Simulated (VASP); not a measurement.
Runs of VASP 6.6.1 on Al2O3 (Corundum). The structure is that of space group R-3c (No. 167), or close to it. The cells are those of the table. 

```tsv
task	cell	cutoff (eV)	smearing	gap on the mesh (eV)	pressure (GPa)	relaxed volume (Å³/atom)	largest force (eV/Å)
single point	a = 5.130 Å, angles 55.3°, 10 atoms	520	gaussian 0.02 eV	7.15	-0.5	-	0.02
single point	a = 5.076 Å, angles 55.3°, 10 atoms	520	gaussian 0.02 eV	(c)	7.8	-	0.02
relaxation of cell and atoms	relaxed from a = 5.130 Å, angles 55.3°, 10 atoms	600	gaussian 0.02 eV	7.20	0.0	8.47	-
single point	a = 5.182 Å, angles 55.2°, 10 atoms	520	gaussian 0.02 eV	(a)	-7.7	-	0.02
single point	a = 5.020 Å, angles 55.4°, 10 atoms	520	gaussian 0.02 eV	7.95	(d)	-	0.03
relaxation of cell and atoms	relaxed from a = 5.130 Å, angles 55.3°, 10 atoms	600	gaussian 0.01 eV	7.20	0.0	8.47	-
single point	a = 5.234 Å, angles 55.2°, 10 atoms	520	gaussian 0.02 eV	(b)	-13.8	-	0.02
```

Alike in all rows: level r2SCAN; potentials or basis VASP PAW PBE potentials, release 64 (Al, O); no spin polarisation; k mesh 6 × 6 × 6.

Q: Fill in the values left out.

A: (a) 6.78; (b) 6.43; (c) 7.54; (d) 17.5.

Caveats: the PAW data sets were made with another functional, which shifts forces and pressure a little.

A k mesh can miss the band edges.
